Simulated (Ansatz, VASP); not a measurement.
# Lu: VASP beside Ansatz

The input INCAR:

```
SYSTEM = Lu
PREC     = Accurate       ! precision mode
ENCUT    = 520            ! plane-wave cutoff, eV
EDIFF    = 1E-6           ! SCF threshold, eV
ISMEAR   = -1             ! smearing method
SIGMA    = 0.03           ! smearing width, eV
LREAL    = .False.        ! projectors in reciprocal space
LASPH    = .True.         ! aspherical terms in the spheres
NELM     = 80             ! most SCF steps
ALGO     = Normal         ! electronic algorithm
ISIF     = 2              ! what is computed and relaxed
LWAVE    = .False.        ! write WAVECAR
LCHARG   = .False.        ! write CHGCAR
GGA      = PS             ! functional
NBANDS   = 32             ! bands
```

Contents of KPOINTS:

```
regular mesh
0
Gamma
  13 13 8
  0 0 0
```

POSCAR

```
Lu
1.0
    3.5800968672      0.0000000000      0.0000000000
   -1.7900484336      3.1004548351      0.0000000000
    0.0000000000      0.0000000000      5.5666000000
Lu
2
Direct
    0.3333333333      0.6666666667      0.2500000000
    0.6666666667      0.3333333333      0.7500000000
```

Input for Ansatz:

```yaml
crystal:
  lattice:
    - [3.5800968672, 0.0, 0.0]
    - [-1.7900484336, 3.1004548351, 0.0]
    - [0.0, 0.0, 5.5666]
  atoms:
    - { symbol: Lu, position: [0.3333333333, 0.6666666667, 0.25] }
    - { symbol: Lu, position: [0.6666666667, 0.3333333333, 0.75] }
kpoints:
  mp_grid: { grid: [13, 13, 8] }
  band_path:
    path:
      - [0.0, 0.0, 0.0]
      - [0.5, 0.0, 0.0]
      - [0.3333333333, 0.3333333333, 0.0]
      - [0.0, 0.0, 0.0]
      - [0.0, 0.0, 0.5]
      - [0.5, 0.0, 0.5]
      - [0.3333333333, 0.3333333333, 0.5]
      - [0.0, 0.0, 0.5]
      - [0.5, 0.0, 0.5]
    npoints: 5
scf:
  occupations: { method: fermi_dirac, width: 0.03 }
hamiltonian:
  xc: pbesol
  pseudopotentials: { kind: all_electron, lapw: { basis_error: 0.0005 } }
output:
  forces: true
  stress: true
  eigenvalues: true
```

Change from the starting cell: equal xx and yy strain of +2 %.

Alike in both runs: task single point; functional PBEsol; k mesh 13 × 13 × 8; occupations fermi-dirac, width 0.03 eV; no spin polarisation.

```csv
,VASP,Ansatz
version,VASP 6.6.1,Ansatz 0.2.0
potentials or method,"VASP PAW PBE potentials, release 64 (Lu), cutoff 520 eV","all-electron LAPW, scalar-relativistic"
```

|  | VASP | Ansatz | Ansatz less VASP |
| --- | --- | --- | --- |
| pressure (GPa) | -4.5 | -4.8 | -0.29 |

VASP's potentials were made for PBE, not for PBEsol. Ansatz ran all-electron here, and VASP with PAW potentials.

Spin-orbit coupling is off throughout.
